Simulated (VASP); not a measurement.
# SrCdSiS4 (Ama2) in VASP: further runs

Aim: see how the results for SrCdSiS4 move with the level of theory and the settings. Levels: PBE, LDA, r2SCAN. Tasks: band structure.

All numbers are computed with VASP 6.6.1; they aren't measurements. Logs are shortened: lines on timing, memory, paths and dates and some standing lists are left out, and cuts for length are marked.

### Step 1. The cell of the first run

The structure is orthorhombic, space group Ama2 (No. 40). The conventional cell has a = 10.263 Å, b = 10.087 Å, c = 6.327 Å, α = 90.00°, β = 90.00°, γ = 90.00°. Sr (site symmetry 2) has 8 S at 3.00 to 3.13 Å and 2 Si at 3.83 Å and 4 Cd at 4.14 to 4.25 Å within 4.3 Å. Cd (site symmetry m) has 4 S at 2.45 to 2.62 Å and 1 Si at 3.08 Å within 3.2 Å. Si (site symmetry m) has 4 S at 2.12 to 2.15 Å within 2.8 Å. S (site symmetry 1) has 1 Si at 2.14 Å and 1 Cd at 2.58 Å within 2.8 Å. S (site symmetry m) has 1 Si at 2.15 Å and 1 Cd at 2.45 Å and 2 Sr at 3.00 Å within 3.1 Å. S (site symmetry m) has 1 Si at 2.12 Å and 1 Cd at 2.62 Å within 2.8 Å.

### Step 2. Band structure, PBE

Input file INCAR:

```
PREC     = Accurate       # precision mode
ENCUT    = 520            # plane-wave cutoff, eV
EDIFF    = 1E-7           # SCF threshold, eV
ISMEAR   = 0              # smearing method
SIGMA    = 0.03           # smearing width, eV
LREAL    = False          # projectors in reciprocal space
LASPH    = True           # aspherical terms in the spheres
NELM     = 80             # most SCF steps
ALGO     = Normal         # electronic algorithm
ISIF     = 2              # what is computed and relaxed
LWAVE    = False          # write WAVECAR
LCHARG   = False          # write CHGCAR
GGA      = PE             # functional
NBANDS   = 63             # bands
KPAR     = 4
```

Input file KPOINTS:

```
Automatic mesh
0
Gamma
  4 6 6
```

Input file POSCAR:

```
SrCdSiS4                                
1.0
   10.2630848532      0.0000000000      0.0000000000
    0.0000000000      5.0436830186      3.1634425996
    0.0000000000     -5.0436830186      3.1634425996
  Sr              Cd              Si              S             
     2     2     2     8
Direct
     0.0000000000000000    0.0016468491478167    0.0016468491478167
     0.5000000000000000    0.0016468491478167    0.0016468491478167
     0.7500000000000000    0.2743772818224979    0.6068033796800458
     0.2500000000000000    0.6068033796800458    0.2743772818224979
     0.7500000000000000    0.7075304980406317    0.2710669297777537
     0.2500000000000000    0.2710669297777537    0.7075304980406317
     0.4180027810251609    0.4649188357539803    0.9154407427299684
     0.5819972189748390    0.9154407427299684    0.4649188357539803
     0.0819972189748391    0.4649188357539803    0.9154407427299684
     0.9180027810251610    0.9154407427299684    0.4649188357539803
     0.7500000000000000    0.7138724025538830    0.9119225932729615
     0.2500000000000000    0.9119225932729615    0.7138724025538830
     0.7500000000000000    0.3242822408959047    0.1905318186927925
     0.2500000000000000    0.1905318186927925    0.3242822408959047
```

Input file KPOINTS_OPT:

```
explicit points
258
Reciprocal
 0.0000000000  0.0000000000  0.0000000000 1
 0.0000000000  0.0248831533  0.0248831533 1
 0.0000000000  0.0497663067  0.0497663067 1
 0.0000000000  0.0746494600  0.0746494600 1
 0.0000000000  0.0995326133  0.0995326133 1
 0.0000000000  0.1244157667  0.1244157667 1
[... 250 lines left out ...]
 0.5000000000 -0.4822584800  0.5177415200 1
 0.5000000000 -0.5177415200  0.4822584800 1
```

Potentials or basis: VASP PAW PBE potentials, release 64 (Sr_sv, Cd, Si, S).

Run with:

```sh
> cat potpaw_PBE.64/Sr_sv/POTCAR potpaw_PBE.64/Cd/POTCAR potpaw_PBE.64/Si/POTCAR potpaw_PBE.64/S/POTCAR > POTCAR
> mpirun -np 4 vasp_std > vasp.out
```

OUTCAR:

```text
PREC = Accurate
   ENCUT = 520
   EDIFF = 1E-7
   ISMEAR = 0
   LREAL = False
   LASPH = True
   NELM = 80
   ISIF = 2
   GGA = PE

 ion  position               nearest neighbor table
   1  0.000  0.002  0.002-  11 3.00  12 3.00  13 3.11  14 3.11  10 3.12   9 3.12   9 3.13  10 3.13
                             5 3.83   6 3.83   4 4.14   3 4.14   3 4.25   4 4.25
   2  0.500  0.002  0.002-  11 3.00  12 3.00  13 3.11  14 3.11   8 3.12   7 3.12   7 3.13   8 3.13
                             5 3.83   6 3.83   4 4.14   3 4.14   3 4.25   4 4.25
   3  0.750  0.274  0.607-  11 2.45  10 2.58   8 2.58  13 2.62   5 3.08   2 4.14   1 4.14   2 4.25
                             1 4.25
   4  0.250  0.607  0.274-  12 2.45   9 2.58   7 2.58  14 2.62   6 3.08   1 4.14   2 4.14   2 4.25
                             1 4.25
   5  0.750  0.708  0.271-  13 2.12  10 2.14   8 2.14  11 2.15   3 3.08   1 3.83   2 3.83
   6  0.250  0.271  0.708-  14 2.12   9 2.14   7 2.14  12 2.15   4 3.08   1 3.83   2 3.83
   7  0.418  0.465  0.915-   6 2.14   4 2.58   2 3.12   2 3.13
   8  0.582  0.915  0.465-   5 2.14   3 2.58   2 3.12   2 3.13
   9  0.082  0.465  0.915-   6 2.14   4 2.58   1 3.12   1 3.13
  10  0.918  0.915  0.465-   5 2.14   3 2.58   1 3.12   1 3.13
  11  0.750  0.714  0.912-   5 2.15   3 2.45   1 3.00   2 3.00
  12  0.250  0.912  0.714-   6 2.15   4 2.45   1 3.00   2 3.00
  13  0.750  0.324  0.191-   5 2.12   3 2.62   1 3.11   2 3.11
  14  0.250  0.191  0.324-   6 2.12   4 2.62   1 3.11   2 3.11

  LATTYP: Found a base centered orthorhombic cell.
 ALAT       =     6.3268851992
 B/A-ratio  =     1.5943652713
 C/A-ratio  =     1.6221386243

  Lattice vectors:

 A1 = (   0.0000000000,   5.0436830186,   3.1634425996)
 A2 = (   0.0000000000,  -5.0436830186,   3.1634425996)
 A3 = (  10.2630848532,   0.0000000000,   0.0000000000)

Analysis of symmetry for initial positions (statically):
=====================================================================
 Subroutine PRICEL returns:
 Original cell was already a primitive cell.

 Routine SETGRP: Setting up the symmetry group for a
 base centered orthorhombic supercell.

 Subroutine GETGRP returns: Found  4 space group operations
 (whereof  2 operations were pure point group operations)
 out of a pool of  8 trial point group operations.

The static configuration has the point symmetry C_2 .
 The point group associated with its full space group is C_2v.

Analysis of symmetry for dynamics (positions and initial velocities):
=====================================================================
 Subroutine PRICEL returns:
 Original cell was already a primitive cell.

 Routine SETGRP: Setting up the symmetry group for a
[... 152 lines left out ...]
  volume/ion in A,a.u.               =      23.39       157.86
  Fermi-wavevector in a.u.,A,eV,Ry     =   1.102393  2.083220 16.534744  1.215269
  Thomas-Fermi vector in A             =   2.238835
   LORBIT       =      0    0 simple, 1 ext, 2 COOP (PROOUT), +10 PAW based schemes
   GGA     = PE    functional components
   LHFCALC =     F    Hartree Fock is set to
   AEXX    =    0.0000 exact exchange contribution
   IVDW    =     0    specifies the selected vdW correction
   LEPSILON=     F    determine dielectric tensor
   LRPA    =     F    only Hartree local field effects (RPA)
 non-spin polarized calculation
 Gauss-broadening in eV      SIGMA  =   0.03
  energy-cutoff  :      520.00
  volume of cell :      327.50
 maximum number of plane-waves:      8862
 NGX is ok and might be reduce to    80
   NGX = 39   NGY = 23   NGZ = 23

 number of electron     100.0000000 magnetization

 number of electron      99.9999992 magnetization

 Free energy of the ion-electron system (eV)
  ---------------------------------------------------
  ext. energy  EPLUGINS =         0.00000000
  ---------------------------------------------------
  free energy    TOTEN  =       -64.29557957 eV

  energy without entropy =      -64.29557957  energy(sigma->0) =      -64.29557957

 E-fermi :   2.8994     XC(G=0):  -9.1551

 val. band max:        2.6991276291   @ k =   0.0000   0.5000   0.5000
 cond. band min:       5.5268235317   @ k =   0.0000   0.5000   0.0000
 fundamental gap:      2.8276959026
 Fermi energy:         2.8993878529

 k-point     1 :       0.0000    0.0000    0.0000
  band No.  band energies     occupation
      1     -31.2815      2.00000
      2     -31.2808      2.00000
      3     -13.4487      2.00000
      4     -13.3626      2.00000
      5     -13.3450      2.00000
      6     -13.3306      2.00000
[... 1549 lines left out ...]
     61       8.1615      0.00000
     62       8.2519      0.00000

 [... further k-points ...]

 [bands above 62 left out]

------------------------ aborting loop because EDIFF is reached ----------------------------------------

  FORCE on cell =-STRESS in cart. coord.  units (eV):
  Direction    XX          YY          ZZ          XY          YZ          ZX
  --------------------------------------------------------------------------------------
  -------------------------------------------------------------------------------------
  Total        4.6907849      5.0587949      5.6612260      0.0000000      0.0000000      0.0000000
  in kB       22.9477674     24.7481074     27.6952581      0.0000000      0.0000000      0.0000000
  external PRESSURE =      25.1303776 kB  Pullay stress =       0.0000000 kB

 VOLUME and BASIS-vectors are now :
 -----------------------------------------------------------------------------
  energy-cutoff  :      520.00
  volume of cell :      327.50
      direct lattice vectors                 reciprocal lattice vectors
    10.263084853  0.000000000  0.000000000     0.097436591  0.000000000  0.000000000
     0.000000000  5.043683019  3.163442600     0.000000000  0.099133906  0.158055657
     0.000000000 -5.043683019  3.163442600     0.000000000 -0.099133906  0.158055657

 POSITION                                       TOTAL-FORCE (eV/Angst)
 -----------------------------------------------------------------------------------
      0.00000      0.00000      0.01042         0.000000      0.000000      0.012922
      5.13154      0.00000      0.01042         0.000000      0.000000      0.012922
      7.69731     -1.67665      2.78756         0.000000     -0.011918      0.067979
      2.56577      1.67665      2.78756        -0.000000      0.011918      0.067979
      7.69731      2.20138      3.09574         0.000000     -0.018110     -0.026361
      2.56577     -2.20138      3.09574        -0.000000      0.018110     -0.026361
      4.29000     -2.27229      4.36669         0.080914      0.068366     -0.069217
      5.97309      2.27229      4.36669        -0.080914     -0.068366     -0.069217
      0.84154     -2.27229      4.36669        -0.080914      0.068366     -0.069217
      9.42154      2.27229      4.36669         0.080914     -0.068366     -0.069217
      7.69731     -0.99890      5.14311         0.000000      0.035269      0.073269
      2.56577      0.99890      5.14311         0.000000     -0.035269      0.073269
      7.69731      0.67459      1.62858         0.000000      0.091092      0.010626
      2.56577     -0.67459      1.62858         0.000000     -0.091092      0.010626
 -----------------------------------------------------------------------------------
    total drift:                                0.000000      0.000000     -0.001217

  FREE ENERGIE OF THE ION-ELECTRON SYSTEM (eV)
  ---------------------------------------------------
  free  energy   TOTEN  =       -64.2955795652 eV

  energy  without entropy=      -64.2955795652  energy(sigma->0) =      -64.29557957
```

OSZICAR:

```text
N       E                     dE             d eps       ncg     rms          rms(c)
DAV:   1     0.639590992231E+03    0.63959E+03   -0.45981E+04  4914   0.142E+03
DAV:   2    -0.115356252197E+02   -0.65113E+03   -0.62999E+03  5891   0.307E+02
DAV:   3    -0.657475652042E+02   -0.54212E+02   -0.53879E+02  6260   0.831E+01
DAV:   4    -0.674806555215E+02   -0.17331E+01   -0.17276E+01  7548   0.142E+01
DAV:   5    -0.675529029585E+02   -0.72247E-01   -0.72220E-01  7485   0.210E+00    0.294E+01
DAV:   6    -0.644867325727E+02    0.30662E+01   -0.61813E+00  6645   0.168E+01    0.203E+01
DAV:   7    -0.643826093471E+02    0.10412E+00   -0.50838E+00  5829   0.865E+00    0.453E+00
DAV:   8    -0.642900333071E+02    0.92576E-01   -0.11408E+00  6068   0.622E+00    0.221E+00
DAV:   9    -0.642930501238E+02   -0.30168E-02   -0.62179E-02  5948   0.177E+00    0.768E-01
DAV:  10    -0.642940606135E+02   -0.10105E-02   -0.83043E-03  6452   0.349E-01    0.299E-01
[... 67 further cycles ...]
DAV:   1     0.341470985139E+05   -0.46113E+05     3024
DAV:   2     0.187996705110E+05   -0.15347E+05     3600
DAV:   3     0.175724846072E+05   -0.12272E+04     3896
DAV:   4     0.175319966449E+05   -0.40488E+02     4728
DAV:   5     0.175304216629E+05   -0.15750E+01     4465
DAV:   6     0.175303933938E+05   -0.28269E-01     4472
DAV:   7     0.175303922410E+05   -0.11528E-02     4649
DAV:   8     0.175303922026E+05   -0.38467E-04     4672
DAV:   9     0.175303922010E+05   -0.16048E-05     3489
DAV:  10     0.175303922009E+05   -0.64727E-07     2600
```

stdout:

```text
POSCAR found type information on POSCAR SrCdSiS
 POSCAR found :  4 types and      14 ions
 scaLAPACK will be used
 LDA part: xc-table for (Slater+PW92), standard interpolation
 POSCAR, INCAR and KPOINTS ok, starting setup
 FFT: planning ... GRIDC
 FFT: planning ... GRID_SOFT
 FFT: planning ... GRID
 WAVECAR not read
 entering main loop
 Start KPOINTS_OPT (optional k-point list driver)
k-point batch [1-39\258]
k-point batch [40-78\258]
k-point batch [79-117\258]
k-point batch [118-156\258]
k-point batch [157-195\258]
k-point batch [196-234\258]
k-point batch [235-258\258]
```

It took 15 min on 4 MPI ranks of Intel Xeon 6975P-C (Granite Rapids), shared host; peak memory 1.1 GiB.

Results:

```
Free energy             : -64.2956 eV
Pressure                : 2.5 GPa
Largest force           : 0.127 eV/Å
Band gap on the k mesh  : 2.83 eV (least direct gap 2.90 eV)
Band gap along the path : 2.83 eV (least direct gap 2.90 eV)
```

Forces in eV/Å, atoms in the order of the input:
```
Sr   0.000  0.000  0.013
Sr   0.000  0.000  0.013
Cd   0.000 -0.012  0.068
Cd   0.000  0.012  0.068
Si   0.000 -0.018 -0.026
Si   0.000  0.018 -0.026
S    0.081  0.068 -0.069
S   -0.081 -0.068 -0.069
S   -0.081  0.068 -0.069
S    0.081 -0.068 -0.069
S    0.000  0.035  0.073
S    0.000 -0.035  0.073
S    0.000  0.091  0.011
S    0.000 -0.091  0.011
```

Stress tensor (GPa, compression positive):
```
2.29 0.00 0.00
0.00 2.47 0.00
0.00 0.00 2.77
```

Levels at the corners of the path, in eV from the valence-band top:
```csv
point,band 47,band 48,band 49,band 50,band 51,band 52,band 53,band 54
Γ,-0.54,-0.51,-0.51,-0.40,2.84,3.57,3.89,4.03
X,-0.53,-0.52,-0.34,-0.25,3.16,3.46,3.54,4.15
X,-0.53,-0.52,-0.34,-0.25,3.16,3.46,3.54,4.15
S,-0.87,-0.67,-0.59,-0.44,2.83,3.47,3.93,4.05
S,-0.87,-0.67,-0.59,-0.44,2.83,3.47,3.93,4.05
R,-0.92,-0.66,-0.54,-0.44,2.96,3.49,3.80,4.03
R,-0.92,-0.66,-0.54,-0.44,2.96,3.49,3.80,4.03
A,-0.59,-0.59,-0.41,-0.41,3.27,3.27,3.90,3.90
A,-0.59,-0.59,-0.41,-0.41,3.27,3.27,3.90,3.90
Z,-0.76,-0.76,-0.53,-0.53,3.37,3.37,3.95,3.95
Z,-0.76,-0.76,-0.53,-0.53,3.37,3.37,3.95,3.95
Γ,-0.54,-0.51,-0.51,-0.40,2.84,3.57,3.89,4.03
Γ,-0.54,-0.51,-0.51,-0.40,2.84,3.57,3.89,4.03
Y,-0.37,-0.37,-0.14,0.00,2.90,3.58,3.92,4.17
Y,-0.37,-0.37,-0.14,0.00,2.90,3.58,3.92,4.17
X1,-0.53,-0.52,-0.34,-0.25,3.16,3.46,3.54,4.15
X1,-0.53,-0.52,-0.34,-0.25,3.16,3.46,3.54,4.15
A1,-0.59,-0.59,-0.41,-0.41,3.27,3.27,3.90,3.90
A1,-0.59,-0.59,-0.41,-0.41,3.27,3.27,3.90,3.90
T,-0.60,-0.60,-0.14,-0.14,3.31,3.31,4.19,4.19
T,-0.60,-0.60,-0.14,-0.14,3.31,3.31,4.19,4.19
Y,-0.37,-0.37,-0.14,0.00,2.90,3.58,3.92,4.17
Z,-0.76,-0.76,-0.53,-0.53,3.37,3.37,3.95,3.95
T,-0.60,-0.60,-0.14,-0.14,3.31,3.31,4.19,4.19
```

### Step 3. Band structure, LDA

INCAR, as its differences from that of step 2:

```diff
@@ -12,3 +12,2 @@
 LCHARG   = False          # write CHGCAR
-GGA      = PE             # functional
 NBANDS   = 63             # bands
```

KPOINTS is that of step 2.

POSCAR is that of step 2.

KPOINTS_OPT is that of step 2.

Potentials or basis: VASP PAW LDA potentials, release 64 (Sr_sv, Cd, Si, S).

Run with:

```sh
> cat potpaw_LDA.64/Sr_sv/POTCAR potpaw_LDA.64/Cd/POTCAR potpaw_LDA.64/Si/POTCAR potpaw_LDA.64/S/POTCAR > POTCAR
> mpirun -np 4 vasp_std > vasp.out
```

Run time: 12 min. Hardware: 4 MPI ranks of Intel Xeon 6975P-C (Granite Rapids), shared host; peak memory 1.1 GiB.

The run converged. Its results:

- Free energy: -72.3698 eV
- Pressure: -2.0 GPa
- Largest force: 0.147 eV/Å
- Band gap on the k mesh: 2.60 eV (least direct gap 2.70 eV)
- Band gap along the path: 2.60 eV (least direct gap 2.70 eV)

Forces on the atoms (eV/Å):
```
Sr   0.000  0.000 -0.018
Sr   0.000  0.000 -0.018
Cd   0.000  0.031 -0.038
Cd   0.000 -0.031 -0.038
Si   0.000  0.001 -0.012
Si   0.000 -0.001 -0.012
S   -0.138 -0.049  0.011
S    0.138  0.049  0.011
S    0.138 -0.049  0.011
S   -0.138  0.049  0.011
S    0.000 -0.105 -0.019
S    0.000  0.105 -0.019
S    0.000 -0.002  0.065
S    0.000  0.002  0.065
```

Stress tensor (GPa, compression positive):
```
-1.87  0.00  0.00
 0.00 -1.93  0.00
 0.00  0.00 -2.15
```

Levels at the corners of the path, in eV from the valence-band top:
| point | band 46 | band 47 | band 48 | band 49 | band 50 | band 51 | band 52 | band 53 | band 54 | band 55 |
| --- | --- | --- | --- | --- | --- | --- | --- | --- | --- | --- |
| Γ | -0.79 | -0.55 | -0.53 | -0.51 | -0.40 | 2.60 | 3.40 | 3.64 | 3.85 | 4.18 |
| X | -0.98 | -0.54 | -0.53 | -0.35 | -0.26 | 2.98 | 3.28 | 3.34 | 3.97 | 4.07 |
| X | -0.98 | -0.54 | -0.53 | -0.35 | -0.26 | 2.98 | 3.28 | 3.34 | 3.97 | 4.07 |
| S | -0.89 | -0.89 | -0.70 | -0.61 | -0.46 | 2.64 | 3.28 | 3.73 | 3.89 | 4.15 |
| S | -0.89 | -0.89 | -0.70 | -0.61 | -0.46 | 2.64 | 3.28 | 3.73 | 3.89 | 4.15 |
| R | -1.07 | -0.94 | -0.68 | -0.56 | -0.46 | 2.78 | 3.31 | 3.64 | 3.85 | 4.21 |
| R | -1.07 | -0.94 | -0.68 | -0.56 | -0.46 | 2.78 | 3.31 | 3.64 | 3.85 | 4.21 |
| A | -0.89 | -0.61 | -0.61 | -0.42 | -0.42 | 3.08 | 3.08 | 3.72 | 3.72 | 4.09 |
| A | -0.89 | -0.61 | -0.61 | -0.42 | -0.42 | 3.08 | 3.08 | 3.72 | 3.72 | 4.09 |
| Z | -0.94 | -0.79 | -0.79 | -0.53 | -0.53 | 3.16 | 3.16 | 3.75 | 3.75 | 4.18 |
| Z | -0.94 | -0.79 | -0.79 | -0.53 | -0.53 | 3.16 | 3.16 | 3.75 | 3.75 | 4.18 |
| Γ | -0.79 | -0.55 | -0.53 | -0.51 | -0.40 | 2.60 | 3.40 | 3.64 | 3.85 | 4.18 |
| Γ | -0.79 | -0.55 | -0.53 | -0.51 | -0.40 | 2.60 | 3.40 | 3.64 | 3.85 | 4.18 |
| Y | -0.69 | -0.39 | -0.38 | -0.14 | 0.00 | 2.70 | 3.42 | 3.72 | 4.00 | 4.14 |
| Y | -0.69 | -0.39 | -0.38 | -0.14 | 0.00 | 2.70 | 3.42 | 3.72 | 4.00 | 4.14 |
| X1 | -0.98 | -0.54 | -0.53 | -0.35 | -0.26 | 2.98 | 3.28 | 3.34 | 3.97 | 4.07 |
| X1 | -0.98 | -0.54 | -0.53 | -0.35 | -0.26 | 2.98 | 3.28 | 3.34 | 3.97 | 4.07 |
| A1 | -0.89 | -0.61 | -0.61 | -0.42 | -0.42 | 3.08 | 3.08 | 3.72 | 3.72 | 4.09 |
| A1 | -0.89 | -0.61 | -0.61 | -0.42 | -0.42 | 3.08 | 3.08 | 3.72 | 3.72 | 4.09 |
| T | -0.87 | -0.62 | -0.62 | -0.15 | -0.15 | 3.13 | 3.13 | 4.02 | 4.02 | 4.14 |
| T | -0.87 | -0.62 | -0.62 | -0.15 | -0.15 | 3.13 | 3.13 | 4.02 | 4.02 | 4.14 |
| Y | -0.69 | -0.39 | -0.38 | -0.14 | 0.00 | 2.70 | 3.42 | 3.72 | 4.00 | 4.14 |
| Z | -0.94 | -0.79 | -0.79 | -0.53 | -0.53 | 3.16 | 3.16 | 3.75 | 3.75 | 4.18 |
| T | -0.87 | -0.62 | -0.62 | -0.15 | -0.15 | 3.13 | 3.13 | 4.02 | 4.02 | 4.14 |

(Part 1 of 2 ends here.)
